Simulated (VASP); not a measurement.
# Rh: electric field gradients with LDA

The system is Rh.

```
CELL_PARAMETERS angstrom
0.00000 1.88879 1.88879
1.88879 0.00000 1.88879
1.88879 1.88879 0.00000
ATOMIC_POSITIONS crystal
Rh 0.00000 0.00000 0.00000
```

| Quantity | Value |
| --- | --- |
| Program | VASP 6.6.1 |
| Task | electric field gradients |
| Functional | LDA |
| Potentials or basis | VASP PAW LDA potentials, release 64 (Rh_pv) |
| Cutoff | 520 eV |
| k mesh | 16 × 16 × 16 |
| Occupations | fermi-dirac, width 0.03 eV |
| Spin | no spin polarisation |
| Dipole correction | no |
| Further INCAR settings | ALGO = Normal; EDIFF = 1e-08; NBANDS = 14 |

```json
{
  "Pressure": "-4.8 GPa",
  "Band gap on the k mesh": "zero (an odd number of electrons rules out a gap without spin polarisation)",
  "Largest electric field gradient by atom": "zero within the noise of the run"
}
```

Levels at points of the mesh, in eV from the Fermi level:
```tsv
k point	band 5	band 6	band 7	band 8	band 9	band 10
(0.00, 0.00, 0.00)	-3.19	-3.19	-3.19	-1.00	-1.00	15.94
(0.50, 0.00, 0.00)	-3.26	-3.26	0.62	0.62	0.68	8.81
(0.50, 0.50, 0.00)	-6.16	0.60	1.04	1.04	3.24	12.51
```

Wall time 31 s on 1 thread of AMD EPYC 7R13, on a shared host, peak memory 0.11 GiB.

Caveat: the cell stands under tension.
